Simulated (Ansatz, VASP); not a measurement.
## Rb3Al3Cl2: VASP beside Ansatz

```
Rb Al Cl
1.0
     3.19380    5.53183    0.00000
    -3.19380    5.53183    0.00000
    -3.19380    1.84394    7.16784
Rb Al Cl
3 3 2
Direct
  0.50000 0.00000 0.50000
  0.08130 0.83740 0.24390
  0.91870 0.16260 0.75610
  0.50000 0.50000 0.00000
  0.00000 0.50000 0.00000
  0.50000 0.00000 0.00000
  0.24710 0.50580 0.74130
  0.75290 0.49420 0.25870
```

Alike in both runs: task single point; functional PBE; k mesh 4 × 4 × 4; occupations gaussian, width 0.0236 eV; no spin polarisation.

```csv
,VASP,Ansatz
version,VASP 6.6.1,Ansatz 0.2.0
potentials or method,"VASP PAW PBE potentials, release 64 (Rb_sv, Al, Cl), cutoff 520 eV",PAW plane waves
valence electrons in the cell,50,50
```

|  | VASP | Ansatz | Ansatz less VASP |
| --- | --- | --- | --- |
| gap on the k mesh at the Fermi level (eV) | none | none | - |
| pressure (GPa) | 1.8 | 1.8 | -0.01 |
| traceless stress, the component that is largest in VASP (GPa) | 2.87 | 2.87 | -0.002 |
| rms of the force components (eV/Å) | 0.627 | 0.627 | -0.0002 |

Atom by atom the forces differ by 0.001 eV/Å (rms over components). A gap of «none» marks a metal or a gap that the smearing closes.
